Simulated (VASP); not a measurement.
Here is a VASP 6.6.1 calculation.

Contents of INCAR:

```
SYSTEM = C
  ALGO = Normal
  EDIFF = 1E-6
  ENCUT = 520
  GGA = PS
  ISIF = 2
  ISMEAR = -1
  LASPH = .TRUE.
  LCHARG = .TRUE.
  LELF = .TRUE.
  LREAL = .FALSE.
  LVHAR = .TRUE.
  LWAVE = .FALSE.
  NBANDS = 11
  NELM = 100
  PREC = Accurate
  SIGMA = 0.05
```

Contents of KPOINTS:

```
k-points
0
G
  16 16 10
  0 0 0
```

Contents of POSCAR:

```
C
1.0
    2.1273200000     -1.2282820000      0.0000000000
    2.1273200000      1.2282820000      0.0000000000
   -1.3790700000      0.0000000000      3.5028300000
C
2
Direct
    0.8333560000      0.8333560000      0.0000930000
    0.1666440000      0.1666440000      0.9999070000
```

Potentials or basis: VASP PAW PBE potentials, release 64 (C).

Launch:

```sh
$ cat potpaw_PBE.64/C/POTCAR > POTCAR
$ mpirun -np 1 vasp_std > vasp.out
```

Predict the band gap on the k mesh.

0.61 eV, indirect (least direct gap 0.62 eV).

Predict the largest force.

0.004 eV/Å.

Stress tensor (GPa, compression positive):
```
 2.14  0.00 -0.03
 0.00  2.06  0.00
-0.03  0.00  0.42
```

Caveat: the PAW data sets were made with another functional, which shifts forces and pressure a little; this functional lacks dispersion, which binds the layers, so the pressure and a relaxed spacing across them are unreliable. A k mesh can miss the band edges.
